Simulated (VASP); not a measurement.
Wanted: the native input for a VASP 6.6.1 run.

* Task: single point
* Functional: PBE
* Potentials or basis: VASP PAW PBE potentials, release 64 (Sb)
* Cutoff: 520 eV
* k mesh: 14 × 14 × 14
* Occupations: fermi-dirac, width 0.0612256 eV
* Spin: no spin polarisation
* Dipole correction: no
* Further INCAR settings: ALGO = Normal; EDIFF = 1e-06; NBANDS = 12

The structure of Sb lies in POSCAR:

```
Sb
1.0
    0.0000000000      3.4738768862      3.4738768862
    3.4738768862      0.0000000000      3.4738768862
    3.4738768862      3.4738768862      0.0000000000
Sb
2
Direct
    0.0000000000      0.0000000000      0.0000000000
    0.2500000000      0.2500000000      0.2500000000
```

The input as run:

INCAR

```
SYSTEM = Sb
ALGO = Normal ; EDIFF = 1E-6
ENCUT = 520 ; GGA = PE
ISIF = 2 ; ISMEAR = -1
LASPH = .TRUE. ; LCHARG = .FALSE.
LREAL = .FALSE. ; LWAVE = .FALSE.
NBANDS = 12 ; NELM = 60
PREC = Accurate ; SIGMA = 0.06122561905347299
```

KPOINTS

```
k-points
0
G
  14 14 14
  0 0 0
```

Potentials or basis: VASP PAW PBE potentials, release 64 (Sb).

Launch:

```sh
$ cat potpaw_PBE.64/Sb/POTCAR > POTCAR
$ mpirun -np 1 vasp_std > vasp.out
```

Results of the run:

- Pressure: 0.6 GPa
- Band gap on the k mesh: zero (band 5 reaches 4.73 eV, above the bottom of band 6 at 3.56 eV)

Caveat: spin-orbit coupling is left out, which moves the levels of the heavy elements.

Wall time 88 s on 1 thread of AMD EPYC 7R43 64-Core Processor (Zen 3), on a shared host, peak memory 0.24 GiB.
